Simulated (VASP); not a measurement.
Here is a VASP 6.6.1 calculation.

File INCAR:

```
SYSTEM = TiSi4Ni3
PREC = Accurate
ENCUT = 520
EDIFF = 1E-7
ISMEAR = 0
SIGMA = 0.1
LREAL = .FALSE.
LASPH = .TRUE.
NELM = 80
ALGO = Normal
ISIF = 2
LWAVE = .FALSE.
LCHARG = .TRUE.
GGA = PE
LELF = .TRUE.
LVHAR = .TRUE.
NBANDS = 39
```

The input KPOINTS:

```
regular mesh
0
G
  10 8 8
  0 0 0
```

The input POSCAR:

```
TiSi4Ni3
1.0
    3.7269282645      0.0000000000      0.0000000000
    0.0000000000      5.8085522571      0.0000000000
    0.0000000000      0.0000000000      4.7550129569
Ti Si Ni
1 4 3
Direct
    0.0000000000      0.5000000000      0.0277345242
    0.0000000000      0.7385835943      0.5484514461
    0.0000000000      0.2614164057      0.5484514461
    0.5000000000      0.2065091688      0.1392038711
    0.5000000000      0.7934908312      0.1392038711
    0.5000000000      0.5000000000      0.5012106348
    0.5000000000      0.0000000000      0.5716421254
    0.0000000000      0.0000000000      0.9301020810
```

Potentials or basis: VASP PAW PBE potentials, release 64 (Ti_sv, Si, Ni).

Launch:

```console
$ cat potpaw_PBE.64/Ti_sv/POTCAR potpaw_PBE.64/Si/POTCAR potpaw_PBE.64/Ni/POTCAR > POTCAR
$ mpirun -np 1 vasp_std > vasp.out
```

Task: Estimate the band gap on the k mesh.

Result: Zero (band 29 reaches 10.90 eV, above the bottom of band 30 at 9.60 eV).

Task: What does it give for the largest force?

Result: 0.015 eV/Å.

Task: What does it give for the pressure?

Result: 0.1 GPa.

Stress tensor (GPa, compression positive):
```
0.16 0.00 0.00
0.00 0.07 0.00
0.00 0.00 0.03
```

Spin polarisation is off, so any magnetic state and its effect on volume and gap are missing.
